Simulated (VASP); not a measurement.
Write the native input for VASP 6.6.1 that does the following.

| Item | Value |
| --- | --- |
| Task | single point |
| Functional | r2SCAN |
| Potentials or basis | VASP PAW PBE potentials, release 64 (Ag) |
| Cutoff | 520 eV |
| k mesh | 26 × 26 × 26 |
| Occupations | gaussian, width 0.15 eV |
| Spin | no spin polarisation |
| Dipole correction | no |
| Further INCAR settings | ALGO = Normal; EDIFF = 1e-07; NBANDS = 12 |

Crystal: Ag.

```xyz
1
Lattice="-1.5934 1.5934 1.7160 1.5934 -1.5934 1.7160 1.5934 1.5934 -1.7160" Properties=species:S:1:pos:R:3 pbc="T T T"
Ag    0.0000    0.0000    0.0000
```

This cell differs from its parent crystal: strain -0.025 along x and y, +0.050 along z.

One way to write it, as run:

POSCAR

```
Ag
1.0
   -1.5934109572      1.5934109572      1.7159810308
    1.5934109572     -1.5934109572      1.7159810308
    1.5934109572      1.5934109572     -1.7159810308
Ag
1
Direct
    0.0000000000      0.0000000000      0.0000000000
```

INCAR.step1

```
  PREC = Accurate
  ENCUT = 520
  ISMEAR = 0
  SIGMA = 0.15
  LREAL = F
  LASPH = T
  NELM = 60
  NBANDS = 12
  GGA = PE
  ALGO = Normal
  EDIFF = 1E-4
  LWAVE = T
  LCHARG = F
```

INCAR.step2

```
  PREC = Accurate
  ENCUT = 520
  EDIFF = 1E-7
  ISMEAR = 0
  SIGMA = 0.15
  LREAL = F
  LASPH = T
  NELM = 60
  ALGO = Normal
  ISIF = 2
  LWAVE = F
  LCHARG = F
  METAGGA = R2SCAN
  LMIXTAU = T
  NBANDS = 12
  ISTART = 1
```

KPOINTS

```
Automatic mesh
0
Gamma
  26 26 26
```

Potentials or basis: VASP PAW PBE potentials, release 64 (Ag).

The run is started by

```bash
$ cat potpaw_PBE.64/Ag/POTCAR > POTCAR
$ cp INCAR.step1 INCAR
$ mpirun -np 1 vasp_std > vasp.out
$ cp INCAR.step2 INCAR
$ mpirun -np 1 vasp_std > vasp.out
```

Results of the run:

- Pressure: 0.1 GPa
- Band gap on the k mesh: zero (an odd number of electrons rules out a gap without spin polarisation)

Caveat: the cell differs from its parent crystal (strain -0.025 along x and y, +0.050 along z); the PAW data sets were made with another functional, which shifts forces and pressure a little.

It took 25 min on 1 thread of Oxide Virtual Turin-like Processor (shared host), peak memory 0.34 GiB.
